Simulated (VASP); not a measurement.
A run of VASP 6.6.1:

File INCAR:

```
PREC = Accurate
ENCUT = 700
EDIFF = 1E-6
ISMEAR = -1
SIGMA = 0.05
LREAL = F
LASPH = T
NELM = 200
ALGO = Normal
ISIF = 2
LWAVE = F
LCHARG = F
ISPIN = 2
MAGMOM = 3 0
LORBIT = 11
LMAXMIX = 4
GGA = B5
ALDAX = 1.0
AGGAX = 1.0
AGGAC = 1.0
ALDAC = 0.0
IVDW = 13
VDW_S6 = 1.0
VDW_S8 = 2.34076671
VDW_A1 = 0.44488865
VDW_A2 = 4.0933009
NBANDS = 22
GGA_COMPAT = F
```

The input KPOINTS:

```
Automatic mesh
0
Gamma
  11 11 11
```

POSCAR

```
FeO
1.0
    0.0000000000      2.1113998987      2.1113998987
    2.1113998987      0.0000000000      2.1113998987
    2.1113998987      2.1113998987      0.0000000000
Fe O
1 1
Direct
    0.0000000000      0.0000000000      0.0000000000
    0.5000000000      0.5000000000      0.5000000000
```

Potentials or basis: VASP PAW PBE potentials, release 64 (Fe_sv, O).

Run with:

```sh
$ cat potpaw_PBE.64/Fe_sv/POTCAR potpaw_PBE.64/O/POTCAR > POTCAR
$ mpirun -np 1 vasp_std > vasp.out
```

Hardware: 1 thread of Intel(R) Xeon(R) Platinum 8259CL CPU @ 2.50GHz (Skylake/Cascade Lake) (shared host).

Problem. How long does it take, and how much memory?

Solution. It took 82 s on 1 thread of Intel(R) Xeon(R) Platinum 8259CL CPU @ 2.50GHz (Skylake/Cascade Lake) (shared host), peak memory 0.2 GiB. Counts: scf iterations 14, k points 56.
